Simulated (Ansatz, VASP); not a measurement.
# Cd: VASP beside Ansatz

File INCAR:

```
  PREC = Accurate
  ENCUT = 500
  EDIFF = 1E-6
  ISMEAR = 0
  SIGMA = 0.1
  LREAL = F
  LASPH = T
  NELM = 120
  ALGO = Normal
  ISIF = 2
  LWAVE = F
  LCHARG = F
  GGA = PE
  NBANDS = 12
  GGA_COMPAT = F
```

The input KPOINTS:

```
Automatic mesh
0
Gamma
  8 8 8
```

Contents of POSCAR:

```
Cd
1.0
    0.0000000000      2.2013777224      2.2013777224
    2.2013777224      0.0000000000      2.2013777224
    2.2013777224      2.2013777224      0.0000000000
Cd
1
Direct
    0.0000000000      0.0000000000      0.0000000000
```

Input for Ansatz:

```yaml
crystal:
  lattice:
    - [0.0, 2.2013777224, 2.2013777224]
    - [2.2013777224, 0.0, 2.2013777224]
    - [2.2013777224, 2.2013777224, 0.0]
  atoms:
    - { symbol: Cd, position: [0.0, 0.0, 0.0] }
basis:
  ecutwfc: 420
kpoints:
  mp_grid: { grid: [8, 8, 8] }
hamiltonian:
  xc: pbe
scf:
  occupations: { method: gaussian, width: 0.1 }
output:
  forces: true
  stress: true
  eigenvalues: true
```

Alike in both runs: task single point; functional PBE; k mesh 8 × 8 × 8; occupations gaussian, width 0.1 eV; no spin polarisation.

|  | VASP | Ansatz |
| --- | --- | --- |
| version | VASP 6.6.1 | Ansatz 0.2.0 |
| potentials or method | VASP PAW PBE potentials, release 64 (Cd), cutoff 500 eV | scalar-relativistic, plane waves, PAW |
| valence electrons in the cell | 12 | 20 |

Ansatz gave:

- gap on the k mesh at the Fermi level (eV): none
- pressure (GPa): 3.6

**Question.** What did VASP give for the same quantities?

**Answer.** gap on the k mesh at the Fermi level (eV): none; pressure (GPa): 4.0.

A gap of «none» marks a metal or a gap that the smearing closes. VASP's potentials hold 12 valence electrons a cell and Ansatz's 20, so a difference there can come from the potentials and not from the codes.
